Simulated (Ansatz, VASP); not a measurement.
## MgO in VASP and in Ansatz

```
Mg O
1.0
     0.00000    2.09700    2.09700
     2.09700    0.00000    2.09700
     2.09700    2.09700    0.00000
Mg O
1 1
Cartesian
  0.0000 0.0000 0.0000
  2.0970 2.0970 2.0970
```

Alike in both runs: task relaxation of cell and atoms; functional r2SCAN; k mesh 10 × 10 × 10; occupations gaussian, width 0.02 eV; no spin polarisation.

```csv
,VASP,Ansatz
version,VASP 6.6.1,Ansatz 0.2.0
potentials or method,"VASP PAW PBE potentials, release 64 (Mg, O), cutoff 600 eV","scalar-relativistic, plane waves, PAW"
valence electrons in the cell,8,16
```

|  | VASP | Ansatz | Ansatz less VASP |
| --- | --- | --- | --- |
| gap on the k mesh at the Fermi level, each at its own relaxed structure (eV) | 5.75 | 5.68 | -0.064 |
| relaxed volume (Å³/atom) | 9.21 | 9.29 | +0.078 |
| relaxed cell length with the largest relative difference (Å) | 2.965 | 2.973 | +0.0083 |

VASP's potentials were made for PBE, not for r2SCAN. VASP's potentials hold 8 valence electrons a cell and Ansatz's 16, so a difference there can come from the potentials and not from the codes.
